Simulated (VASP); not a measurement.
# ZrB (Immm) in VASP: a series of runs

The runs below take ZrB through single point, with PBE.

All numbers are computed with VASP 6.6.1; they aren't measurements. Logs are shortened: lines on timing, memory, paths and dates and some standing lists are left out, and cuts for length are marked.

### 1 The cell of the first run

It takes space group Immm (No. 71, orthorhombic). Conventional cell: a = 3.251 Å, b = 3.325 Å, c = 4.650 Å, α = 90.00°, β = 90.00°, γ = 90.00°. Zr (site symmetry mmm) has 6 B at 2.33 Å within 3.1 Å. Within 3.1 Å of B (site symmetry mmm) lie 6 Zr at 2.33 Å.

### 2 Single point, PBE (strain +0.0225 x Voigt [0, 0, 0, 0, 1, 0])

INCAR reads:

```
ALGO = Normal
EDIFF = 1E-7
ENCUT = 520
GGA = PE
ISIF = 2
ISMEAR = 0
LASPH = True
LCHARG = False
LREAL = False
LWAVE = False
NBANDS = 14
NELM = 60
PREC = Accurate
SIGMA = 0.15
```

KPOINTS reads:

```
k-points
0
Gamma
  18 18 18
```

POSCAR reads:

```
ZrB
1.0
    0.0261562500      2.3250000000      2.3250000000
    2.3511562500      0.0000000000      2.3511562500
    2.3250000000      2.3250000000      0.0261562500
Zr B
1 1
Direct
    0.0000000000      0.0000000000      0.0000000000
    0.5000000000      0.5000000000      0.5000000000
```

Potentials or basis: VASP PAW PBE potentials, release 64 (Zr_sv, B).

Launch:

```sh
cat potpaw_PBE.64/Zr_sv/POTCAR potpaw_PBE.64/B/POTCAR > POTCAR
mpirun -np 1 vasp_std > vasp.out
```

OUTCAR:

```text
EDIFF = 1E-7
   ENCUT = 520
   GGA = PE
   ISIF = 2
   ISMEAR = 0
   LASPH = True
   LREAL = False
   NELM = 60
   PREC = Accurate

 ion  position               nearest neighbor table
   1  0.000  0.000  0.000-   2 2.33   2 2.33   2 2.33   2 2.33   2 2.33   2 2.33
   2  0.500  0.500  0.500-   1 2.33   1 2.33   1 2.33   1 2.33   1 2.33   1 2.33

  LATTYP: Found a body centered orthorhombic cell.
 ALAT       =     3.2510560090
 B/A-ratio  =     1.0227560051
 C/A-ratio  =     1.4303044879

  Lattice vectors:

 A1 = (   0.0261562500,  -2.3250000000,   2.3250000000)
 A2 = (  -0.0261562500,  -2.3250000000,  -2.3250000000)
 A3 = (   2.3250000000,   2.3250000000,   0.0261562500)

Analysis of symmetry for initial positions (statically):
=====================================================================
 Subroutine PRICEL returns:
 Original cell was already a primitive cell.

 Routine SETGRP: Setting up the symmetry group for a
 body centered orthorhombic supercell.

 Subroutine GETGRP returns: Found  8 space group operations
 (whereof  8 operations were pure point group operations)
 out of a pool of  8 trial point group operations.

The static configuration has the point symmetry D_2h.

Analysis of symmetry for dynamics (positions and initial velocities):
=====================================================================
 Subroutine PRICEL returns:
 Original cell was already a primitive cell.

 Routine SETGRP: Setting up the symmetry group for a
 body centered orthorhombic supercell.

 Subroutine GETGRP returns: Found  8 space group operations
 (whereof  8 operations were pure point group operations)
 out of a pool of  8 trial point group operations.

The dynamic configuration has the point symmetry D_2h.

 Subroutine INISYM returns: Found  8 space group operations
 (whereof  8 operations are pure point group operations),
 and found     1 'primitive' translations

----------------------------------------------------------------------------------------

                                     Primitive cell

  volume of cell :      25.1330

  direct lattice vectors                    reciprocal lattice vectors
     0.026156250  2.325000000  2.325000000    -0.217500646  0.215053763  0.217500646
     2.351156250  0.000000000  2.351156250     0.212661324 -0.215053763  0.212661324
     2.325000000  2.325000000  0.026156250     0.217500646  0.215053763 -0.217500646

  length of vectors
     3.288150567  3.325037056  3.288150567     0.375314778  0.369726653  0.375314778

  position of ions in fractional coordinates (direct lattice)
     0.000000000  0.000000000  0.000000000
     0.500000000  0.500000000  0.500000000
[... 84 lines left out ...]
   ISYM   =      2    0-nonsym 1-usesym 2-fastsym
   POTIM  = 0.5000    time-step for ionic-motion
   TEBEG  =    0.0;   TEEND  =   0.0 temperature during run
   PSTRESS=    0.0 pullay stress
   NELECT =      15.0000    total number of electrons
   NUPDOWN=      -1.0000    fix difference up-down
   EMIN   =  10.00;   EMAX   =-10.00  energy-range for DOS
   EFERMI =   0.00;   METHOD = LEGACY
   ISMEAR =     0;   SIGMA  =   0.15  broadening in eV -4-tet -1-fermi 0-gaus
   EFERMI_NEDOS =   21; number of points for ismear=-14 and -15
   IALGO  =     38    algorithm
   IMIX   =      4    mixing-type and parameters
     AMIX     =   0.40;   BMIX     =  1.00
     AMIX_MAG =   1.60;   BMIX_MAG =  1.00
  volume/ion in A,a.u.               =      12.57        84.80
  Fermi-wavevector in a.u.,A,eV,Ry     =   1.378343  2.604690 25.848746  1.899829
  Thomas-Fermi vector in A             =   2.503413
   LORBIT       =      0    0 simple, 1 ext, 2 COOP (PROOUT), +10 PAW based schemes
   GGA     = PE    functional components
   LHFCALC =     F    Hartree Fock is set to
   AEXX    =    0.0000 exact exchange contribution
   IVDW    =     0    specifies the selected vdW correction
   LEPSILON=     F    determine dielectric tensor
   LRPA    =     F    only Hartree local field effects (RPA)
 non-spin polarized calculation
 Gauss-broadening in eV      SIGMA  =   0.15
  energy-cutoff  :      520.00
  volume of cell :       25.13
 maximum number of plane-waves:       689
   NGX = 13   NGY = 13   NGZ = 13

 number of electron      15.0000000 magnetization

 Free energy of the ion-electron system (eV)
  ---------------------------------------------------
  ext. energy  EPLUGINS =         0.00000000
  ---------------------------------------------------
  free energy    TOTEN  =       -15.58535728 eV

  energy without entropy =      -15.57332774  energy(sigma->0) =      -15.57934251

 E-fermi :   9.0200     XC(G=0): -12.2218

 val. band max:        9.0174396813   @ k =   0.4444  -0.2222   0.3333
 cond. band min:       9.0212197031   @ k =   0.3333  -0.2222   0.2222
 fundamental gap:      0.0037800218
 Fermi energy:         9.0200044822

 k-point     1 :       0.0000    0.0000    0.0000
  band No.  band energies     occupation
      1     -37.7556      2.00000
      2     -15.5162      2.00000
      3     -15.4952      2.00000
      4     -15.4750      2.00000
      5       0.6893      2.00000
      6      10.7890      0.00000
      7      10.9346      0.00000
      8      11.1048      0.00000
      9      12.7279      0.00000
     10      12.7281      0.00000
     11      12.7522      0.00000
     12      12.8356      0.00000
     13      12.9306      0.00000
     14      20.1695      0.00000
[... 377 lines left out ...]
      1     -37.6734      2.00000
      2     -16.1223      2.00000
      3     -15.6077      2.00000
      4     -15.5488      2.00000
      5       2.7874      2.00000
      6       7.5162      2.00000
      7       8.3164      2.00000
      8       8.5052      2.00000
      9      12.8002      0.00000
     10      13.3769      0.00000
     11      14.4333      0.00000
     12      18.5958      0.00000
     13      19.9935      0.00000
     14      21.3274      0.00000

 [... further k-points ...]
[... 5 lines left out ...]
  --------------------------------------------------------------------------------------
  -------------------------------------------------------------------------------------
  Total        5.4912493      5.4950379      5.4912493      0.0000000      0.0000000     -0.2076994
  in kB      350.0562560    350.2977752    350.0562560      0.0000000      0.0000000    -13.2404236
  external PRESSURE =     350.1367624 kB  Pullay stress =       0.0000000 kB

 VOLUME and BASIS-vectors are now :
 -----------------------------------------------------------------------------
  energy-cutoff  :      520.00
  volume of cell :       25.13
      direct lattice vectors                 reciprocal lattice vectors
     0.026156250  2.325000000  2.325000000    -0.217500646  0.215053763  0.217500646
     2.351156250  0.000000000  2.351156250     0.212661324 -0.215053763  0.212661324
     2.325000000  2.325000000  0.026156250     0.217500646  0.215053763 -0.217500646

 POSITION                                       TOTAL-FORCE (eV/Angst)
 -----------------------------------------------------------------------------------
      0.00000      0.00000      0.00000        -0.000000      0.000000     -0.000000
      2.35116      2.32500      2.35116         0.000000      0.000000      0.000000
 -----------------------------------------------------------------------------------
    total drift:                                0.000000     -0.000000     -0.000000

  FREE ENERGIE OF THE ION-ELECTRON SYSTEM (eV)
  ---------------------------------------------------
  free  energy   TOTEN  =       -15.5853572770 eV

  energy  without entropy=      -15.5733277435  energy(sigma->0) =      -15.57934251
```

OSZICAR:

```text
N       E                     dE             d eps       ncg     rms          rms(c)
DAV:   1     0.972794211451E+02    0.97279E+02   -0.79120E+03 24268   0.104E+03
DAV:   2    -0.134101182170E+02   -0.11069E+03   -0.10482E+03 29640   0.287E+02
DAV:   3    -0.172583229997E+02   -0.38482E+01   -0.38046E+01 36422   0.451E+01
DAV:   4    -0.173282818010E+02   -0.69959E-01   -0.69939E-01 28578   0.574E+00
DAV:   5    -0.173302445077E+02   -0.19627E-02   -0.19627E-02 36744   0.622E-01    0.234E+01
DAV:   6    -0.155917509337E+02    0.17385E+01   -0.25000E+00 28738   0.143E+01    0.885E+00
DAV:   7    -0.155804808487E+02    0.11270E-01   -0.29599E-01 35472   0.388E+00    0.367E+00
DAV:   8    -0.155859150184E+02   -0.54342E-02   -0.30445E-02 29732   0.160E+00    0.450E-01
DAV:   9    -0.155852651816E+02    0.64984E-03   -0.24849E-03 27502   0.337E-01    0.151E-01
DAV:  10    -0.155853616970E+02   -0.96515E-04   -0.31377E-04 28054   0.205E-01    0.269E-02
DAV:  11    -0.155853586431E+02    0.30539E-05   -0.11350E-05 30922   0.294E-02    0.392E-03
DAV:  12    -0.155853572940E+02    0.13490E-05   -0.68148E-07 29344   0.904E-03    0.209E-03
DAV:  13    -0.155853572770E+02    0.17058E-07   -0.30879E-08 15938   0.174E-03
   1 F= -.15585357E+02 E0= -.15579343E+02  d E =-.120295E-01
```

stdout:

```text
POSCAR found type information on POSCAR ZrB
 POSCAR found :  2 types and       2 ions
 scaLAPACK will be used
 LDA part: xc-table for (Slater+PW92), standard interpolation
 POSCAR, INCAR and KPOINTS ok, starting setup
 FFT: planning ... GRIDC
 FFT: planning ... GRID_SOFT
 FFT: planning ... GRID
 WAVECAR not read
 entering main loop
```

Run time: 1.7 min. Hardware: 1 thread of Intel Xeon 6975P-C (Granite Rapids), shared host; peak memory 0.41 GiB.

Results:

```yaml
Free_energy: -15.5854 eV
Pressure: 35.0 GPa
```

Stress tensor (GPa, compression positive):
```
35.01  0.00 -1.32
 0.00 35.03  0.00
-1.32  0.00 35.01
```

Levels at points of the mesh, in eV from the Fermi level:
| k point | band 5 | band 6 | band 7 | band 8 | band 9 | band 10 | band 11 | band 12 |
| --- | --- | --- | --- | --- | --- | --- | --- | --- |
| (0.00, 0.00, 0.00) | -8.33 | 1.77 | 1.91 | 2.08 | 3.71 | 3.71 | 3.73 | 3.82 |
| (0.50, 0.00, 0.00) | -4.20 | -3.55 | -1.57 | -1.39 | 5.72 | 5.91 | 7.46 | 8.20 |
| (0.00, 0.50, 0.00) | -4.19 | -3.67 | -1.43 | -1.25 | 5.60 | 5.84 | 7.33 | 8.32 |
| (0.50, 0.50, 0.00) | -6.50 | -1.12 | -0.30 | 2.55 | 2.55 | 5.47 | 6.93 | 6.94 |
| (0.50, 0.00, 0.50) | -6.50 | -1.12 | -0.30 | 2.42 | 2.68 | 5.48 | 6.94 | 6.94 |

Caveat: the cell differs from its parent crystal (strain +0.0225 x Voigt [0, 0, 0, 0, 1, 0]).

### 3 Single point, PBE (strain +0.0075 x Voigt [0, 0, 0, 0, 1, 0])

INCAR reads:

```
PREC = Accurate
ENCUT = 520
EDIFF = 1E-6
ISMEAR = 0
SIGMA = 0.15
LREAL = False
LASPH = True
NELM = 100
ALGO = Normal
ISIF = 2
LWAVE = False
LCHARG = False
GGA = PE
NBANDS = 14
```

KPOINTS reads:

```
regular mesh
0
Gamma
  18 18 18
```

POSCAR reads:

```
ZrB
1.0
    0.0087187500      2.3250000000      2.3250000000
    2.3337187500      0.0000000000      2.3337187500
    2.3250000000      2.3250000000      0.0087187500
Zr B
1 1
Direct
    0.0000000000      0.0000000000      0.0000000000
    0.5000000000      0.5000000000      0.5000000000
```

Potentials or basis: VASP PAW PBE potentials, release 64 (Zr_sv, B).

Launch:

```sh
cat potpaw_PBE.64/Zr_sv/POTCAR potpaw_PBE.64/B/POTCAR > POTCAR
mpirun -np 1 vasp_std > vasp.out
```

OUTCAR:

```text
PREC = Accurate
   ENCUT = 520
   EDIFF = 1E-6
   ISMEAR = 0
   LREAL = False
   LASPH = True
   NELM = 100
   ISIF = 2
   GGA = PE

 ion  position               nearest neighbor table
   1  0.000  0.000  0.000-   2 2.33   2 2.33   2 2.33   2 2.33   2 2.33   2 2.33
   2  0.500  0.500  0.500-   1 2.33   1 2.33   1 2.33   1 2.33   1 2.33   1 2.33

  LATTYP: Found a body centered orthorhombic cell.
 ALAT       =     3.2757163580
 B/A-ratio  =     1.0075282309
 C/A-ratio  =     1.4195368255

  Lattice vectors:

 A1 = (   0.0087187500,  -2.3250000000,   2.3250000000)
 A2 = (  -0.0087187500,  -2.3250000000,  -2.3250000000)
 A3 = (   2.3250000000,   2.3250000000,   0.0087187500)

Analysis of symmetry for initial positions (statically):
=====================================================================
 Subroutine PRICEL returns:
 Original cell was already a primitive cell.

 Routine SETGRP: Setting up the symmetry group for a
 body centered orthorhombic supercell.

 Subroutine GETGRP returns: Found  8 space group operations
 (whereof  8 operations were pure point group operations)
 out of a pool of  8 trial point group operations.

The static configuration has the point symmetry D_2h.

Analysis of symmetry for dynamics (positions and initial velocities):
=====================================================================
 Subroutine PRICEL returns:
 Original cell was already a primitive cell.

 Routine SETGRP: Setting up the symmetry group for a
 body centered orthorhombic supercell.

 Subroutine GETGRP returns: Found  8 space group operations
 (whereof  8 operations were pure point group operations)
 out of a pool of  8 trial point group operations.

The dynamic configuration has the point symmetry D_2h.

 Subroutine INISYM returns: Found  8 space group operations
 (whereof  8 operations are pure point group operations),
 and found     1 'primitive' translations

----------------------------------------------------------------------------------------

                                     Primitive cell

  volume of cell :      25.1358
[... 114 lines left out ...]
   GGA     = PE    functional components
   LHFCALC =     F    Hartree Fock is set to
   AEXX    =    0.0000 exact exchange contribution
   IVDW    =     0    specifies the selected vdW correction
   LEPSILON=     F    determine dielectric tensor
   LRPA    =     F    only Hartree local field effects (RPA)
 non-spin polarized calculation
 Gauss-broadening in eV      SIGMA  =   0.15
  energy-cutoff  :      520.00
  volume of cell :       25.14
 maximum number of plane-waves:       692
   NGX = 13   NGY = 13   NGZ = 13

 number of electron      15.0000000 magnetization

 Free energy of the ion-electron system (eV)
  ---------------------------------------------------
  ext. energy  EPLUGINS =         0.00000000
  ---------------------------------------------------
  free energy    TOTEN  =       -15.58803169 eV

  energy without entropy =      -15.57579218  energy(sigma->0) =      -15.58191194

 E-fermi :   9.0138     XC(G=0): -12.2211

 val. band max:        9.0126943918   @ k =  -0.2222   0.0556  -0.0000
 cond. band min:       9.0139673561   @ k =   0.2778   0.2222   0.0000
 fundamental gap:      0.0012729642
 Fermi energy:         9.0137557266

 k-point     1 :       0.0000    0.0000    0.0000
  band No.  band energies     occupation
      1     -37.7568      2.00000
      2     -15.5041      2.00000
      3     -15.4972      2.00000
      4     -15.4904      2.00000
      5       0.6886      2.00000
      6      10.8906      0.00000
      7      10.9419      0.00000
      8      10.9959      0.00000
      9      12.7215      0.00000
     10      12.7216      0.00000
     11      12.8071      0.00000
     12      12.8362      0.00000
     13      12.8666      0.00000
     14      20.1621      0.00000
[... 377 lines left out ...]
      1     -37.6767      2.00000
      2     -16.1253      2.00000
      3     -15.5988      2.00000
      4     -15.5475      2.00000
      5       2.7782      2.00000
      6       7.4852      2.00000
      7       8.3386      2.00000
      8       8.5430      1.99999
      9      12.7892      0.00000
     10      13.4008      0.00000
     11      14.4514      0.00000
     12      18.5540      0.00000
     13      19.9666      0.00000
     14      21.2862      0.00000

 [... further k-points ...]
[... 5 lines left out ...]
  --------------------------------------------------------------------------------------
  -------------------------------------------------------------------------------------
  Total        5.4897883      5.4904077      5.4897883      0.0000000      0.0000000     -0.0680104
  in kB      349.9237486    349.9632338    349.9237486      0.0000000      0.0000000     -4.3350392
  external PRESSURE =     349.9369103 kB  Pullay stress =       0.0000000 kB

 VOLUME and BASIS-vectors are now :
 -----------------------------------------------------------------------------
  energy-cutoff  :      520.00
  volume of cell :       25.14
      direct lattice vectors                 reciprocal lattice vectors
     0.008718750  2.325000000  2.325000000    -0.215863251  0.215053763  0.215863251
     2.333718750  0.000000000  2.333718750     0.214250325 -0.215053763  0.214250325
     2.325000000  2.325000000  0.008718750     0.215863251  0.215053763 -0.215863251

 POSITION                                       TOTAL-FORCE (eV/Angst)
 -----------------------------------------------------------------------------------
      0.00000      0.00000      0.00000         0.000000      0.000000      0.000000
      2.33372      2.32500      2.33372         0.000000      0.000000     -0.000000
 -----------------------------------------------------------------------------------
    total drift:                                0.000000     -0.000000     -0.000000

  FREE ENERGIE OF THE ION-ELECTRON SYSTEM (eV)
  ---------------------------------------------------
  free  energy   TOTEN  =       -15.5880316883 eV

  energy  without entropy=      -15.5757921835  energy(sigma->0) =      -15.58191194
```

stdout:

```text
POSCAR found type information on POSCAR ZrB
 POSCAR found :  2 types and       2 ions
 scaLAPACK will be used
 LDA part: xc-table for (Slater+PW92), standard interpolation
 POSCAR, INCAR and KPOINTS ok, starting setup
 FFT: planning ... GRIDC
 FFT: planning ... GRID_SOFT
 FFT: planning ... GRID
 WAVECAR not read
 entering main loop
```

Wall time 1.7 min (1 thread of Intel Xeon 6975P-C (Granite Rapids), shared host); peak memory 0.41 GiB.

Results:

* Free energy: -15.5880 eV
* Pressure: 35.0 GPa

Caveat: the cell differs from its parent crystal (strain +0.0075 x Voigt [0, 0, 0, 0, 1, 0]).
